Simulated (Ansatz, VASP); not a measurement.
# Two plane-wave programs on Nb

```
Nb
1.0
     4.52407    0.00000    0.00000
    -2.26203    3.91796    0.00000
     0.00000    0.00000    4.62132
Nb
4
Direct
  0.00000 0.00000 0.25000
  0.00000 0.00000 0.75000
  0.33333 0.66667 0.75000
  0.66667 0.33333 0.25000
```

Alike in both runs: task relaxation of cell and atoms; functional PBEsol; k mesh 6 × 6 × 4; occupations gaussian, width 0.1 eV; no spin polarisation.

```csv
,VASP,Ansatz
version,VASP 6.6.1,Ansatz 0.2.0
potentials or method,"VASP PAW PBE potentials, release 64 (Nb_sv), cutoff 600 eV","scalar-relativistic, plane waves, PAW"
valence electrons in the cell,52,52
```

```csv
,VASP,Ansatz,Ansatz less VASP
"gap on the k mesh at the Fermi level, each at its own relaxed structure (eV)",none,none,-
relaxed volume (Å³/atom),20.78,20.77,-0.011
relaxed length of the cell vector where the two differ most in proportion (Å),4.499,4.497,-0.0020
```

VASP's potentials were made for PBE, not for PBEsol. A gap of «none» marks a metal or a gap that the smearing closes.
